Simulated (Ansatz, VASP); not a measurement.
## Two plane-wave programs on MgO

The input INCAR:

```
SYSTEM = MgO
PREC     = Accurate       ! precision mode
ENCUT    = 520            ! plane-wave cutoff, eV
EDIFF    = 1E-6           ! SCF threshold, eV
ISMEAR   = 0              ! smearing method
SIGMA    = 0.05           ! smearing width, eV
LREAL    = .False.        ! projectors in reciprocal space
LASPH    = .True.         ! aspherical terms in the spheres
NELM     = 60             ! most SCF steps
ALGO     = Normal         ! electronic algorithm
ISIF     = 2              ! what is computed and relaxed
LWAVE    = .False.        ! write WAVECAR
LCHARG   = .True.         ! write CHGCAR
GGA      = PS             ! functional
LELF     = .True.         ! ELF
LVHAR    = .True.       
NBANDS   = 16             ! bands
```

KPOINTS

```
Automatic mesh
0
Gamma
  9 9 6
  0 0 0
```

POSCAR

```
MgO
1.0
    3.2399209199      0.0000000000      0.0000000000
   -1.6199604600      2.8058538229      0.0000000000
    0.0000000000      0.0000000000      5.2182166336
Mg O
2 2
Direct
    0.3333333333      0.6666666667      0.0036583380
    0.6666666667      0.3333333333      0.5036583380
    0.3333333333      0.6666666667      0.4009416620
    0.6666666667      0.3333333333      0.9009416620
```

Input for Ansatz:

```yaml
crystal:
  lattice:
    - [3.2399209199, 0.0, 0.0]
    - [-1.61996046, 2.8058538229, 0.0]
    - [0.0, 0.0, 5.2182166336]
  atoms:
    - { symbol: Mg, position: [0.3333333333, 0.6666666667, 0.003658338] }
    - { symbol: Mg, position: [0.6666666667, 0.3333333333, 0.503658338] }
    - { symbol: O, position: [0.3333333333, 0.6666666667, 0.400941662] }
    - { symbol: O, position: [0.6666666667, 0.3333333333, 0.900941662] }
basis:
  ecutwfc: 520.0
kpoints:
  mp_grid: { grid: [9, 9, 6] }
hamiltonian:
  xc: pbesol
  pseudopotentials: { kind: paw, azcp: { folder: soft_1 } }
scf:
  occupations: { method: gaussian, width: 0.05 }
output:
  forces: true
  stress: true
  eigenvalues: true
```

Alike in both runs: task single point; functional PBEsol; k mesh 9 × 9 × 6; occupations gaussian, width 0.05 eV; no spin polarisation.

|  | VASP | Ansatz |
| --- | --- | --- |
| version | VASP 6.6.1 | Ansatz 0.2.0 |
| potentials or method | VASP PAW PBE potentials, release 64 (Mg, O), cutoff 520 eV | scalar-relativistic, plane waves, PAW |
| valence electrons in the cell | 16 | 32 |

```csv
,VASP,Ansatz,Ansatz less VASP
gap on the k mesh at the Fermi level (eV),3.45,3.46,+0.004
least direct gap on the mesh (eV),3.45,3.46,+0.004
pressure (GPa),0.9,1.2,+0.28
"traceless stress, the component that is largest in VASP (GPa)",-7.24,-7.15,+0.096
rms of the force components (eV/Å),0.286,0.281,-0.0055
```

VASP's potentials were made for PBE, not for PBEsol, and Ansatz warns of the same on its side. Atom by atom the forces differ by 0.005 eV/Å (rms over components). VASP's potentials hold 16 valence electrons a cell and Ansatz's 32, so a difference there can come from the potentials and not from the codes.
